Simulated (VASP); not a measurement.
# Sr (C2/m) in VASP: notebook

Runs on Sr. Level: PBE. Tasks: single point.

Program: VASP 6.6.1. These are calculated values, not measurements. Logs are shortened: lines on timing, memory, paths and dates and some standing lists are left out, and cuts for length are marked.

### Step 1. The cell of the first run

The structure is monoclinic, space group C2/m (No. 12). The conventional cell has a = 7.310 Å, b = 4.290 Å, c = 10.595 Å, α = 90.00°, β = 102.84°, γ = 90.00°. Within 5.5 Å of Sr (site symmetry 2/m) lie 12 Sr at 4.22 to 4.43 Å. Within 5.2 Å of Sr (site symmetry m) lie 12 Sr at 3.99 to 4.50 Å.

### Step 2. Single point, PBE (strained)

Input file INCAR:

```
PREC     = Accurate       # precision mode
ENCUT    = 520            # plane-wave cutoff, eV
EDIFF    = 1E-6           # SCF threshold, eV
ISMEAR   = 0              # smearing method
SIGMA    = 0.1            # smearing width, eV
LREAL    = False          # projectors in reciprocal space
LASPH    = True           # aspherical terms in the spheres
NELM     = 100            # most SCF steps
ALGO     = Normal         # electronic algorithm
ISIF     = 2              # what is computed and relaxed
LWAVE    = False          # write WAVECAR
LCHARG   = False          # write CHGCAR
GGA      = PE             # functional
NBANDS   = 22             # bands
```

Input file KPOINTS:

```
regular mesh
0
Gamma
  12 12 4
```

Input file POSCAR:

```
Sr
1.0
    3.6550894038     -2.1449407482      0.0194300168
    3.6550894038      2.1449407482      0.0194300168
   -2.4102300285      0.0000000000     10.3173563760
Sr
3
Direct
    0.0000000000      0.0000000000      0.5000000000
    0.2601490159      0.2601490159      0.1603965758
    0.7398509841      0.7398509841      0.8396034242
```

Potentials or basis: VASP PAW PBE potentials, release 64 (Sr_sv).

On the command line:

```bash
$ cat potpaw_PBE.64/Sr_sv/POTCAR > POTCAR
$ mpirun -np 1 vasp_std > vasp.out
```

OUTCAR:

```text
PREC = Accurate
   ENCUT = 520
   EDIFF = 1E-6
   ISMEAR = 0
   LREAL = False
   LASPH = True
   NELM = 100
   ISIF = 2
   GGA = PE

 ion  position               nearest neighbor table
   1  0.000  0.000  0.500-   3 4.22   3 4.22   2 4.22   2 4.22   2 4.43   3 4.43
   2  0.260  0.260  0.160-   3 3.99   3 3.99   1 4.22   1 4.22   1 4.43   3 4.50
   3  0.740  0.740  0.840-   2 3.99   2 3.99   1 4.22   1 4.22   1 4.43   2 4.50

  LATTYP: Found a base centered monoclinic cell.
 ALAT       =     7.3102820945
 B/A-ratio  =     0.5868284481
 C/A-ratio  =     1.4493480119
 COS(beta)  =    -0.2223047825

  Lattice vectors:

 A1 = (   3.6550894038,  -2.1449407482,   0.0194300168)
 A2 = (   3.6550894038,   2.1449407482,   0.0194300168)
 A3 = (  -2.4102300285,   0.0000000000,  10.3173563760)

Analysis of symmetry for initial positions (statically):
=====================================================================
 Subroutine PRICEL returns:
 Original cell was already a primitive cell.

 Routine SETGRP: Setting up the symmetry group for a
 base centered monoclinic supercell.

 Subroutine GETGRP returns: Found  4 space group operations
 (whereof  4 operations were pure point group operations)
 out of a pool of  4 trial point group operations.

The static configuration has the point symmetry C_2h.

Analysis of symmetry for dynamics (positions and initial velocities):
=====================================================================
 Subroutine PRICEL returns:
 Original cell was already a primitive cell.

 Routine SETGRP: Setting up the symmetry group for a
 base centered monoclinic supercell.

 Subroutine GETGRP returns: Found  4 space group operations
 (whereof  4 operations were pure point group operations)
 out of a pool of  4 trial point group operations.

The dynamic configuration has the point symmetry C_2h.

 Subroutine INISYM returns: Found  4 space group operations
 (whereof  4 operations are pure point group operations),
 and found     1 'primitive' translations

----------------------------------------------------------------------------------------

                                     Primitive cell

  volume of cell :     161.9760

  direct lattice vectors                    reciprocal lattice vectors
     3.655089404 -2.144940748  0.019430017     0.136625892 -0.233106672  0.031917074
     3.655089404  2.144940748  0.019430017     0.136625892  0.233106672  0.031917074
    -2.410230029  0.000000000 10.317356376    -0.000514598  0.000000000  0.096803839

  length of vectors
     4.238021577  4.238021577 10.595142820     0.272073620  0.272073620  0.096805206

  position of ions in fractional coordinates (direct lattice)
     0.000000000  0.000000000  0.500000000
     0.260149016  0.260149016  0.160396576
     0.739850984  0.739850984  0.839603424

  ion indices of the primitive-cell ions
   primitive index   ion index
                 1           1
                 2           2
                 3           3

----------------------------------------------------------------------------------------

 KPOINTS: regular mesh

Automatic generation of k-mesh.
 Grid dimensions read from file:
 generate k-points for:   12   12    4

 Generating k-lattice:

  Cartesian coordinates                     Fractional coordinates (reciprocal lattice)
     0.011385491 -0.019425556  0.002659756     0.083333333 -0.000000000  0.000000000
     0.011385491  0.019425556  0.002659756    -0.000000000  0.083333333  0.000000000
    -0.000128649  0.000000000  0.024200960     0.000000000  0.000000000  0.250000000

  Length of vectors
     0.022672802  0.022672802  0.024201302

  Shift w.r.t. Gamma in fractional coordinates (k-lattice)
     0.000000000  0.000000000  0.000000000

 Subroutine IBZKPT returns following result:
 ===========================================

 Found    164 irreducible k-points:

 Following reciprocal coordinates:
            Coordinates               Weight
  0.000000  0.000000  0.000000      1.000000
  0.083333 -0.000000 -0.000000      4.000000
  0.166667 -0.000000  0.000000      4.000000
  0.250000 -0.000000  0.000000      4.000000
  0.333333 -0.000000  0.000000      4.000000
  0.416667 -0.000000 -0.000000      4.000000
[... 16 lines left out ...]
  0.500000  0.166667 -0.000000      4.000000
 -0.416667  0.166667  0.000000      4.000000
 [... further k-points ...]
   k-points           NKPTS =    164   k-points in BZ     NKDIM =    164   number of bands    NBANDS=     22
   number of dos      NEDOS =    301   number of ions     NIONS =      3
   total plane-waves  NPLWV =  81920
   dimension x,y,z NGX =    32 NGY =   32 NGZ =   80
   dimension x,y,z NGXF=    64 NGYF=   64 NGZF=  160
   ions per type =               3
   NGX,Y,Z   is equivalent  to a cutoff of  12.55, 12.55, 12.55 a.u.
   NGXF,Y,Z  is equivalent  to a cutoff of  25.11, 25.11, 25.11 a.u.
 SYSTEM =  unknown system
   PREC   = accura    normal or accurate (medium, high low for compatibility)
   ISTART =      0    job   : 0-new  1-cont  2-samecut
   ICHARG =      2    charge: 1-file 2-atom 10-const
   ISPIN  =      1    spin polarized calculation?
   LNONCOLLINEAR =      F non collinear calculations
   LSORBIT =      F    spin-orbit coupling
   LASPH  =      T    aspherical Exc in radial PAW
   ENCUT  =  520.0 eV  38.22 Ry    6.18 a.u.   7.88  7.88 19.70*2*pi/ulx,y,z
   NELM   =    100;   NELMIN=  2; NELMDL= -5     # of ELM steps
   EDIFF  = 0.1E-05   stopping-criterion for ELM
   LREAL  =      F    real-space projection
   EDIFFG = 0.1E-04   stopping-criterion for IOM
   NSW    =      0    number of steps for IOM
   IBRION =     -1    ionic relax: 0-MD 1-quasi-New 2-CG
   NFREE  =      0    steps in history (QN), initial steepest desc. (CG)
   ISIF   =      2    stress and relaxation
   ISYM   =      2    0-nonsym 1-usesym 2-fastsym
   POTIM  = 0.5000    time-step for ionic-motion
   TEBEG  =    0.0;   TEEND  =   0.0 temperature during run
   PSTRESS=    0.0 pullay stress
   NELECT =      30.0000    total number of electrons
   NUPDOWN=      -1.0000    fix difference up-down
   EMIN   =  10.00;   EMAX   =-10.00  energy-range for DOS
   EFERMI =   0.00;   METHOD = LEGACY
   ISMEAR =     0;   SIGMA  =   0.10  broadening in eV -4-tet -1-fermi 0-gaus
   EFERMI_NEDOS =   21; number of points for ismear=-14 and -15
   IALGO  =     38    algorithm
   IMIX   =      4    mixing-type and parameters
     AMIX     =   0.40;   BMIX     =  1.00
     AMIX_MAG =   1.60;   BMIX_MAG =  1.00
  volume/ion in A,a.u.               =      53.99       364.36
  Fermi-wavevector in a.u.,A,eV,Ry     =   0.933179  1.763453 11.848270  0.870823
  Thomas-Fermi vector in A             =   2.059854
   LORBIT       =      0    0 simple, 1 ext, 2 COOP (PROOUT), +10 PAW based schemes
   GGA     = PE    functional components
   LHFCALC =     F    Hartree Fock is set to
   AEXX    =    0.0000 exact exchange contribution
   IVDW    =     0    specifies the selected vdW correction
   LEPSILON=     F    determine dielectric tensor
   LRPA    =     F    only Hartree local field effects (RPA)
 non-spin polarized calculation
 Gauss-broadening in eV      SIGMA  =   0.10
  energy-cutoff  :      520.00
  volume of cell :      161.98
 maximum number of plane-waves:      4388
   NGX = 15   NGY = 15   NGZ = 39

 number of electron      30.0000000 magnetization

 Free energy of the ion-electron system (eV)
  ---------------------------------------------------
  ext. energy  EPLUGINS =         0.00000000
  ---------------------------------------------------
  free energy    TOTEN  =        -4.87859390 eV

  energy without entropy =       -4.86245241  energy(sigma->0) =       -4.87052316

 E-fermi :   1.6539     XC(G=0):  -7.4043

 val. band max:        1.6490142552   @ k =   0.3333   0.3333   0.2500
 cond. band min:       1.6549013636   @ k =  -0.4167   0.5000   0.2500
 fundamental gap:      0.0058871084
 Fermi energy:         1.6539128139

 k-point     1 :       0.0000    0.0000    0.0000
  band No.  band energies     occupation
      1     -34.9777      2.00000
      2     -34.9106      2.00000
      3     -34.8985      2.00000
      4     -17.0009      2.00000
      5     -16.9851      2.00000
      6     -16.8935      2.00000
[... 14 lines left out ...]
     21       4.0191      0.00000
     22       4.1980      0.00000

 k-point     2 :       0.0833   -0.0000   -0.0000
  band No.  band energies     occupation
      1     -34.9771      2.00000
      2     -34.9098      2.00000
      3     -34.8980      2.00000
      4     -17.0009      2.00000
      5     -16.9824      2.00000
      6     -16.9005      2.00000
[... 14 lines left out ...]
     21       4.0714      0.00000
     22       4.2158      0.00000

 k-point     3 :       0.1667   -0.0000    0.0000
  band No.  band energies     occupation
      1     -34.9753      2.00000
      2     -34.9075      2.00000
      3     -34.8969      2.00000
      4     -16.9997      2.00000
      5     -16.9803      2.00000
      6     -16.9202      2.00000
[... 14 lines left out ...]
     21       4.0087      0.00000
     22       4.2525      0.00000

 k-point     4 :       0.2500   -0.0000    0.0000
  band No.  band energies     occupation
      1     -34.9728      2.00000
      2     -34.9042      2.00000
      3     -34.8955      2.00000
      4     -16.9991      2.00000
      5     -16.9913      2.00000
      6     -16.9427      2.00000
[... 14 lines left out ...]
     21       3.7326      0.00000
     22       4.4013      0.00000

 k-point     5 :       0.3333   -0.0000    0.0000
  band No.  band energies     occupation
      1     -34.9704      2.00000
      2     -34.9007      2.00000
      3     -34.8944      2.00000
      4     -17.0176      2.00000
      5     -17.0048      2.00000
      6     -16.9620      2.00000
[... 417 lines left out ...]
 k-point    22 :       0.4167    0.1667   -0.0000
  band No.  band energies     occupation
      1     -34.9693      2.00000
      2     -34.9003      2.00000
      3     -34.8926      2.00000
      4     -17.0130      2.00000
      5     -16.9903      2.00000
      6     -16.9613      2.00000
[... 14 lines left out ...]
     21       3.2981      0.00000
     22       3.9296      0.00000

 k-point    23 :       0.5000    0.1667   -0.0000
  band No.  band energies     occupation
      1     -34.9678      2.00000
      2     -34.8976      2.00000
      3     -34.8925      2.00000
      4     -17.0290      2.00000
      5     -17.0019      2.00000
      6     -16.9698      2.00000
[... 14 lines left out ...]
     21       3.2928      0.00000
     22       3.7990      0.00000

 k-point    24 :      -0.4167    0.1667    0.0000
  band No.  band energies     occupation
      1     -34.9673      2.00000
      2     -34.8957      2.00000
      3     -34.8935      2.00000
      4     -17.0356      2.00000
      5     -17.0100      2.00000
      6     -16.9788      2.00000
[... 14 lines left out ...]
     21       3.4011      0.00000
     22       3.7594      0.00000

 [... further k-points ...]
[... 5 lines left out ...]
  --------------------------------------------------------------------------------------
  -------------------------------------------------------------------------------------
  Total       -0.2979133      0.5087751      0.5163289      0.0000000      0.0000000     -0.0032396
  in kB       -2.9467939      5.0325226      5.1072408      0.0000000      0.0000000     -0.0320447
  external PRESSURE =       2.3976565 kB  Pullay stress =       0.0000000 kB

 VOLUME and BASIS-vectors are now :
 -----------------------------------------------------------------------------
  energy-cutoff  :      520.00
  volume of cell :      161.98
      direct lattice vectors                 reciprocal lattice vectors
     3.655089404 -2.144940748  0.019430017     0.136625892 -0.233106672  0.031917074
     3.655089404  2.144940748  0.019430017     0.136625892  0.233106672  0.031917074
    -2.410230029  0.000000000 10.317356376    -0.000514598  0.000000000  0.096803839

 POSITION                                       TOTAL-FORCE (eV/Angst)
 -----------------------------------------------------------------------------------
     -1.20512      0.00000      5.15868        -0.000000     -0.000000      0.000000
      1.51514      0.00000      1.66498        -0.059244      0.000000      0.203778
      3.38481      0.00000      8.69124         0.059244      0.000000     -0.203778
 -----------------------------------------------------------------------------------
    total drift:                                0.000000     -0.000000     -0.000000

  FREE ENERGIE OF THE ION-ELECTRON SYSTEM (eV)
  ---------------------------------------------------
  free  energy   TOTEN  =        -4.8785939013 eV

  energy  without entropy=       -4.8624524139  energy(sigma->0) =       -4.87052316
```

Run time: 4 min. Hardware: 1 thread of AMD EPYC 9R45 (Zen 5), shared host; peak memory 0.56 GiB.

Results:

| Quantity | Value |
| --- | --- |
| Free energy | -4.8786 eV |
| Pressure | 0.2 GPa |
| Largest force | 0.212 eV/Å |
| Band gap on the k mesh | zero (band 15 reaches 1.81 eV, above the bottom of band 16 at 1.53 eV) |

Forces in eV/Å, atoms in the order of the input:
```
Sr   0.000  0.000  0.000
Sr  -0.059  0.000  0.204
Sr   0.059  0.000 -0.204
```

Caveat: the cell differs from its parent crystal (strained).

### Step 3. Single point, PBE (strained)

Input file INCAR:

```
SYSTEM = Sr
ALGO = Normal
EDIFF = 1E-7
ENCUT = 520
GGA = PE
ISIF = 2
ISMEAR = 0
LASPH = .True.
LCHARG = .True.
LELF = .True.
LREAL = .False.
LVHAR = .True.
LWAVE = .False.
NBANDS = 22
NELM = 100
PREC = Accurate
SIGMA = 0.1
```

Input file KPOINTS:

```
k-points
0
Gamma
  12 12 4
  0 0 0
```

Input file POSCAR:

```
Sr
1.0
    3.7803175468     -2.0986173325      0.1497496478
    3.7803175468      2.0986173325      0.1497496478
   -2.1263938798      0.0000000000      9.7616091766
Sr
3
Direct
    0.0000000000      0.0000000000      0.5000000000
    0.2232130082      0.2232130082      0.1701370356
    0.7767869918      0.7767869918      0.8298629644
```

Potentials or basis: VASP PAW PBE potentials, release 64 (Sr_sv).

On the command line:

```bash
$ cat potpaw_PBE.64/Sr_sv/POTCAR > POTCAR
$ mpirun -np 1 vasp_std > vasp.out
```

Run time: 4.5 min. Hardware: 1 thread of AMD EPYC 9R45 (Zen 5), shared host; peak memory 0.56 GiB.

Results (log left out):

```yaml
Free_energy: -4.8319 eV
Pressure: 0.8 GPa
Largest_force: 0.066 eV/Å
Band_gap_on_the_k_mesh: zero (band 15 reaches 1.86 eV, above the bottom of band 16 at 1.71 eV)
```

Forces on the atoms (eV/Å):
```
Sr   0.000  0.000  0.000
Sr  -0.013  0.000 -0.065
Sr   0.013  0.000  0.065
```

Stress tensor (GPa, compression positive):
```
 0.03  0.00 -0.64
 0.00  0.41  0.00
-0.64  0.00  1.93
```

Levels at points of the mesh, in eV from the Fermi level:
```csv
k point,band 11,band 12,band 13,band 14,band 15,band 16,band 17,band 18,band 19,band 20
"(0.00, 0.00, 0.00)",-18.39,-18.39,-3.74,-1.98,-1.94,0.93,1.04,1.95,2.17,2.29
"(0.50, 0.00, 0.00)",-18.45,-18.42,-1.19,-0.69,-0.66,0.05,0.35,0.38,1.18,1.32
"(0.50, 0.50, 0.00)",-18.44,-18.41,-1.15,-1.03,-0.69,-0.02,0.26,0.35,1.05,1.73
"(0.00, 0.00, 0.50)",-18.40,-18.39,-3.24,-3.21,-0.99,0.41,1.85,1.91,2.12,2.28
"(0.50, 0.00, 0.50)",-18.44,-18.43,-1.04,-0.93,-0.58,0.12,0.19,0.27,1.48,1.65
"(0.50, 0.50, 0.50)",-18.44,-18.41,-1.26,-0.91,-0.72,0.00,0.30,0.54,0.91,1.32
```

Caveat: the cell differs from its parent crystal (strained).
